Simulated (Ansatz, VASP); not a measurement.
## Two plane-wave programs on BaCu3

```
CELL_PARAMETERS angstrom
4.44804 0.00000 0.00000
0.00000 4.44804 0.00000
0.00000 0.00000 4.44804
ATOMIC_POSITIONS crystal
Ba 0.00000 0.00000 0.00000
Cu 0.00000 0.50000 0.50000
Cu 0.50000 0.00000 0.50000
Cu 0.50000 0.50000 0.00000
```

Alike in both runs: functional PBE; k mesh 4 × 4 × 4; occupations gaussian, width 0.1 eV; no spin polarisation.

Ansatz relaxed the structure, and its values are those at the end. VASP's run is a single point on that final structure, the one shown.

|  | VASP | Ansatz |
| --- | --- | --- |
| version | VASP 6.6.1 | Ansatz 0.2.0 |
| potentials or method | VASP PAW PBE potentials, release 64 (Ba_sv, Cu), cutoff 520 eV | scalar-relativistic, plane waves, PAW |
| valence electrons in the cell | 43 | 67 |

```tsv
	VASP	Ansatz	Ansatz less VASP
gap on the k mesh at the Fermi level (eV)	none	none	-
pressure (GPa)	0.9	0.1	-0.80
```

A gap of «none» marks a metal or a gap that the smearing closes. With one functional, cell and mesh, what is left measures potentials, basis and numerics. VASP's potentials hold 43 valence electrons a cell and Ansatz's 67, so a difference there can come from the potentials and not from the codes.

Neither program's run includes spin-orbit coupling.
